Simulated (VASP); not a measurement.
## Cd: single point with LDA

The system is Cd.

```
Cd
1.0
     2.88992    0.00000    0.00000
     0.00000    2.88992    0.00000
     0.00000    0.00000    2.88992
Cd
1
Direct
  0.00000 0.00000 0.00000
```

This cell differs from its parent crystal: volume scaled by 1.04.

| Item | Value |
| --- | --- |
| Program | VASP 6.6.1 |
| Task | single point |
| Functional | LDA |
| Potentials or basis | VASP PAW LDA potentials, release 64 (Cd) |
| Cutoff | 520 eV |
| k mesh | 12 × 12 × 12 |
| Occupations | fermi-dirac, width 0.1 eV |
| Spin | no spin polarisation |

| Property | Result |
| --- | --- |
| Pressure | -1.3 GPa |
| Band gap on the k mesh | zero (band 6 reaches 6.51 eV, above the bottom of band 7 at -0.61 eV) |

Levels at points of the mesh, in eV from the Fermi level:
```csv
k point,band 2,band 3,band 4,band 5,band 6,band 7,band 8,band 9,band 10,band 11
"(0.00, 0.00, 0.00)",-9.76,-8.10,-8.10,-8.10,-8.09,10.35,10.35,10.35,14.20,14.20
"(0.50, 0.00, 0.00)",-9.03,-8.60,-8.60,-8.06,-2.66,-2.40,14.50,14.50,15.09,15.82
"(0.50, 0.50, 0.00)",-9.25,-8.52,-8.52,-7.66,1.13,1.13,2.23,6.04,18.75,18.75
"(0.50, 0.50, 0.50)",-9.31,-9.31,-7.63,-7.63,4.72,4.72,4.72,8.29,8.67,10.01
```

It took 25 s on 1 thread of Intel Xeon 8259CL (shared host), peak memory 0.14 GiB.
